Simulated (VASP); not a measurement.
Runs of VASP 6.6.1 on NiO. Symmetry: Fm-3m, No. 225, cubic system. Conventional cell: a = 4.183 Å, b = 4.183 Å, c = 4.183 Å, α = 90.00°, β = 90.00°, γ = 90.00°. Within 2.8 Å of Ni (site symmetry m-3m) lie 6 O at 2.09 Å. O (site symmetry m-3m) has 6 Ni at 2.09 Å within 2.8 Å. 

```tsv
spin	fixed moment (μB)	gap on the mesh (eV)	pressure (GPa)	moment (μB)
off	-	none	-26.9	-
collinear, antiferromagnetic start	-	2.60	-17.4	0.00
collinear, zero start	0.0	-	-26.9	0.00
collinear, ferromagnetic start	3.6	-	-16.1	3.60
collinear, ferromagnetic start	-	(a)	-14.4	(b)
collinear, ferromagnetic start	4.4	-	-7.7	4.40
```

Alike in all rows: task single point; level LDA+U; potentials or basis VASP PAW LDA potentials, release 64 (Ni, O); Ni d U = 5.0 eV, J = 0.9 eV; cell as given; k mesh 8 × 8 × 8; cutoff (eV) 520; smearing gaussian 0.05 eV.

Task: Estimate the missing entries.

Result: (a) 1.20; (b) 4.00.

Caveats: the total moment is fixed, so each spin has its own Fermi level (some runs); U without spin polarisation on a metal has little footing (some runs).

A k mesh can miss the band edges.

A gap of «none» marks levels without a gap at the run's occupations.
